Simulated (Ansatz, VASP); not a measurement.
Two plane-wave programs on CuP

```xyz
2
Lattice="2.8830 0.0000 0.0000 0.0000 2.8830 0.0000 0.0000 0.0000 3.7789" Properties=species:S:1:pos:R:3 pbc="T T T"
Cu    1.4415    1.4415    1.8894
P     0.0000    0.0000    0.0000
```

Alike in both runs: task single point; functional PBE; k mesh 6 × 6 × 6; occupations gaussian, width 0.1 eV; no spin polarisation.

```csv
,VASP,Ansatz
version,VASP 6.6.1,Ansatz 0.2.0
potentials or method,"VASP PAW PBE potentials, release 64 (Cu, P), cutoff 520 eV","scalar-relativistic, plane waves, PAW"
valence electrons in the cell,16,24
```

|  | VASP | Ansatz | Ansatz less VASP |
| --- | --- | --- | --- |
| gap on the k mesh at the Fermi level (eV) | none | none | - |
| pressure (GPa) | -12.5 | -12.6 | -0.08 |
| traceless stress, the component that is largest in VASP (GPa) | -0.45 | -0.54 | -0.089 |

A gap of «none» marks a metal or a gap that the smearing closes. The functional is the same, so the differences come from potentials, cutoffs and numerics. VASP's potentials hold 16 valence electrons a cell and Ansatz's 24, so a difference there can come from the potentials and not from the codes.

The k mesh is coarse, so the values compare programs but aren't converged.
